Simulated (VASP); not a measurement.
GaAs: single point with PBE

Crystal: GaAs.

```
Ga As
1.0
     0.00000    2.84727    2.84727
     2.84727    0.00000    2.84727
     2.84727    2.84727    0.00000
Ga As
1 1
Cartesian
  0.0000 0.0000 0.0000
  1.4236 1.4236 1.4236
```

```json
{"Program": "VASP 6.6.1", "Task": "single point", "Functional": "PBE", "Potentials or basis": "VASP PAW PBE potentials, release 64 (Ga_d, As)", "Cutoff": "520 eV", "k mesh": "6 × 6 × 6", "Occupations": "gaussian, width 0.05 eV", "Spin": "non-collinear spin, zero start, spin-orbit coupling", "Starting moments": "[[0.0, 0.0, 0.0], [0.0, 0.0, 0.0]] μB", "Dipole correction": "no", "Further INCAR settings": "ALGO = Normal; EDIFF = 1e-06; NBANDS = 30"}
```

```json
{"Pressure": "1.8 GPa", "Net moment": "0.00 μB per cell", "Valence electrons inside the program's atomic spheres": "Ga 11.65; As 2.83"}
```

Moments on the atoms (μB; x, y, z):
```
Ga  0.00 0.00 0.00
As  0.00 0.00 0.00
```

It took 51 s on 1 thread of Intel(R) Xeon(R) Platinum 8488C (Sapphire Rapids), with other jobs on the host, peak memory 0.29 GiB.
